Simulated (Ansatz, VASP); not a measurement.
Two plane-wave programs on SiC

```xyz
2
Lattice="0.0000 2.2216 2.1494 2.2216 0.0000 2.1494 2.2216 2.2216 0.0000" Properties=species:S:1:pos:R:3 pbc="T T T"
Si    0.0000    0.0000    0.0000
C     1.1108    1.1108    1.0747
```

Change from the starting cell: epitaxial_xy strain +2.0%.

Alike in both runs: task single point; functional HSE06; k mesh 8 × 8 × 8; no spin polarisation.

|  | VASP | Ansatz |
| --- | --- | --- |
| version | VASP 6.6.1 | Ansatz 0.2.0 |
| potentials or method | VASP PAW PBE potentials, release 64 (Si, C) | plane waves, PAW |
| plane-wave cutoff (eV) | 520 | 420 |
| occupations | gaussian, width 0.01 eV | fixed |
| valence electrons in the cell | 8 | 8 |

VASP gave:

| Item | Value |
| --- | --- |
| gap on the k mesh at the Fermi level (eV) | 1.90 |
| pressure (GPa) | -7.3 |
| traceless stress, the component that is largest in VASP (GPa) | 5.69 |

Task: Which values does Ansatz return?

Result: gap on the k mesh at the Fermi level (eV): 1.90; pressure (GPa): -6.9; traceless stress, the component that is largest in VASP (GPa): 5.66.

Ansatz's warnings: stress exchange threshold loose, stress scf threshold loose.
